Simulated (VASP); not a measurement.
A run of VASP 6.6.1 is set up as follows.

File INCAR:

```
SYSTEM = B5Ru
  ALGO = Normal
  EDIFF = 1E-6
  ENCUT = 520
  GGA = PE
  ISIF = 2
  ISMEAR = 0
  LASPH = .True.
  LCHARG = .False.
  LREAL = .False.
  LWAVE = .False.
  NBANDS = 24
  NELM = 80
  PREC = Accurate
  SIGMA = 0.1
```

The input KPOINTS:

```
k-points
0
Gamma
  4 6 6
  0 0 0
```

POSCAR

```
B5Ru
1.0
    5.6051969845      0.0000000000      0.0000000000
    0.0000000000      2.0281774495      2.0367727966
    0.0000000000     -2.0281774495      2.0367727966
B Ru
5 1
Direct
    0.2031168769      0.8653117918      0.3652057713
    0.7968831231      0.3652057713      0.8653117918
    0.2031168769      0.3652057713      0.8653117918
    0.7968831231      0.8653117918      0.3652057713
    0.0000000000      0.3652065328      0.3652065328
    0.5000000000      0.8651171011      0.8651171011
```

Potentials or basis: VASP PAW PBE potentials, release 64 (B, Ru_pv).

Command:

```console
$ cat potpaw_PBE.64/B/POTCAR potpaw_PBE.64/Ru_pv/POTCAR > POTCAR
$ mpirun -np 1 vasp_std > vasp.out
```

Predict the pressure.

0.1 GPa.

What does it give for the largest force?

0.004 eV/Å.

Stress tensor (GPa, compression positive):
```
 0.21  0.00  0.00
 0.00  0.23  0.00
 0.00  0.00 -0.16
```

Caveat: the k points lie up to 0.36 Å⁻¹ apart.
